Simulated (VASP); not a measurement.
Set up this calculation in VASP 6.6.1, as the native input.

```
Task                   : single point
Functional             : PBEsol
Potentials or basis    : VASP PAW PBE potentials, release 64 (Bi_d, Te)
Cutoff                 : 500 eV
k mesh                 : 16 × 16 × 16
Occupations            : gaussian, width 0.15 eV
Spin                   : no spin polarisation
Dipole correction      : no
Further INCAR settings : ALGO = Normal; EDIFF = 1e-06; NBANDS = 18
```

The structure of BiTe lies in POSCAR:

```
BiTe
1.0
    0.0000000000      3.1971538277      3.1012392129
    3.1971538277      0.0000000000      3.1012392129
    3.1971538277      3.1971538277      0.0000000000
Bi Te
1 1
Direct
    0.0000000000      0.0000000000      0.0000000000
    0.5000000000      0.5000000000      0.5000000000
```

This cell differs from its parent crystal: strain +0.000 along x and y, -0.030 along z.

One way to write it, as run:

INCAR

```
PREC = Accurate
ENCUT = 500
EDIFF = 1E-6
ISMEAR = 0
SIGMA = 0.15
LREAL = F
LASPH = T
NELM = 120
ALGO = Normal
ISIF = 2
LWAVE = F
LCHARG = F
GGA = PS
NBANDS = 18
GGA_COMPAT = F
```

KPOINTS

```
regular mesh
0
Gamma
  16 16 16
```

Potentials or basis: VASP PAW PBE potentials, release 64 (Bi_d, Te).

Launch:

```console
$ cat potpaw_PBE.64/Bi_d/POTCAR potpaw_PBE.64/Te/POTCAR > POTCAR
$ mpirun -np 1 vasp_std > vasp.out
```

Results of the run:

The pressure is 1.9 GPa and the band gap on the k mesh is zero (an odd number of electrons rules out a gap without spin polarisation).

Caveat: the cell differs from its parent crystal (strain +0.000 along x and y, -0.030 along z); the PAW data sets were made with another functional, which shifts forces and pressure a little; spin-orbit coupling is left out, which moves the levels of the heavy elements.

Run time: 120 s on 1 thread of Intel(R) Xeon(R) 6975P-C (Granite Rapids), with other jobs on the host, peak memory 0.48 GiB.
